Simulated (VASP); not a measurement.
Write the native input for VASP 6.6.1 that does the following.

```
Task                   : single point
Functional             : PBE
Potentials or basis    : VASP PAW PBE potentials, release 64 (Mg, S)
Cutoff                 : 520 eV
k mesh                 : 6 × 6 × 4
Occupations            : gaussian, width 0.1 eV
Spin                   : no spin polarisation
Dipole correction      : no
Further INCAR settings : ALGO = Normal; EDIFF = 1e-06; NBANDS = 25
```

The structure of MgS5 lies in POSCAR:

```
MgS5
1.0
    6.6200271330      0.0000000000      0.0000000000
   -3.3100135665      5.7331116709      0.0000000000
    0.0000000000      0.0000000000      3.2745524341
Mg S
1 5
Direct
    0.0000000000      0.0000000000      0.0000000000
    0.5000000000      0.0000000000      0.5000000000
    0.5000000000      0.5000000000      0.5000000000
    0.0000000000      0.5000000000      0.5000000000
    0.3333333333      0.6666666667      0.0000000000
    0.6666666667      0.3333333333      0.0000000000
```

The input as run:

INCAR

```
SYSTEM = MgS5
PREC = Accurate
ENCUT = 520
EDIFF = 1E-6
ISMEAR = 0
SIGMA = 0.1
LREAL = .False.
LASPH = .True.
NELM = 100
ALGO = Normal
ISIF = 2
LWAVE = .False.
LCHARG = .False.
GGA = PE
NBANDS = 25
```

KPOINTS

```
Automatic mesh
0
Gamma
  6 6 4
  0 0 0
```

Potentials or basis: VASP PAW PBE potentials, release 64 (Mg, S).

Run with:

```sh
$ cat potpaw_PBE.64/Mg/POTCAR potpaw_PBE.64/S/POTCAR > POTCAR
$ mpirun -np 1 vasp_std > vasp.out
```

Results of the run:

- Pressure: -0.1 GPa
- Band gap on the k mesh: zero (band 16 reaches 5.13 eV, above the bottom of band 17 at 3.63 eV)

Caveat: the k points lie up to 0.48 Å⁻¹ apart.

Wall time 84 s on 1 thread of AMD EPYC 7R13 (shared host), peak memory 0.22 GiB.
